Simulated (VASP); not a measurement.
Input of a VASP 6.6.1 run:

Contents of INCAR:

```
PREC = Accurate ; ENCUT = 520
EDIFF = 1E-6 ; ISMEAR = 0
SIGMA = 0.01 ; LREAL = F
LASPH = T ; NELM = 100
ALGO = Normal ; ISIF = 2
LWAVE = F ; LCHARG = T
GGA = PE ; LELF = T
LVHAR = T ; NBANDS = 17
```

KPOINTS

```
regular mesh
0
Gamma
  8 8 8
```

POSCAR

```
TePb
1.0
    0.0000000000      3.2678368430      3.2678368430
    3.2678368430      0.0000000000      3.2678368430
    3.2678368430      3.2678368430      0.0000000000
Pb Te
1 1
Direct
    0.0000000000      0.0000000000      0.0000000000
    0.5000000000      0.5000000000      0.5000000000
```

Potentials or basis: VASP PAW PBE potentials, release 64 (Pb_d, Te).

Command:

```sh
$ cat potpaw_PBE.64/Pb_d/POTCAR potpaw_PBE.64/Te/POTCAR > POTCAR
$ mpirun -np 1 vasp_std > vasp.out
```

Task: Predict the band gap on the k mesh.

Result: 0.80 eV.

Task: What does it give for the pressure?

Result: 0.6 GPa.

Caveat: spin-orbit coupling is left out, which moves the levels of the heavy elements. A k mesh can miss the band edges.
